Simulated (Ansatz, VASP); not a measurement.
## Two plane-wave programs on SiNi

```
CELL_PARAMETERS angstrom
3.05528 0.00000 0.00000
0.00000 3.25831 0.00000
0.00000 0.00000 4.70939
ATOMIC_POSITIONS crystal
Si 0.50000 0.50000 0.84318
Si 0.00000 0.00000 0.15682
Ni 0.50000 0.50000 0.34231
Ni 0.00000 0.00000 0.65769
```

Alike in both runs: task single point; functional PBE; k mesh 12 × 10 × 8; occupations gaussian, width 0.15 eV; no spin polarisation.

|  | VASP | Ansatz |
| --- | --- | --- |
| version | VASP 6.6.1 | Ansatz 0.2.0 |
| potentials or method | VASP PAW PBE potentials, release 64 (Si, Ni), cutoff 520 eV | scalar-relativistic, plane waves, PAW |
| valence electrons in the cell | 28 | 44 |

VASP gave:

```
gap on the k mesh at the Fermi level (eV)                     : none
pressure (GPa)                                                : 0.0
traceless stress, the component that is largest in VASP (GPa) : -0.70
rms of the force components (eV/Å)                            : 0.004
```

Problem. What did Ansatz give for the same quantities?

Solution. gap on the k mesh at the Fermi level (eV): none; pressure (GPa): 0.0; traceless stress, the component that is largest in VASP (GPa): -0.61; rms of the force components (eV/Å): 0.001.

Atom by atom the forces differ by 0.004 eV/Å (rms over components). A gap of «none» marks a metal or a gap that the smearing closes. VASP's potentials hold 28 valence electrons a cell and Ansatz's 44, so a difference there can come from the potentials and not from the codes.
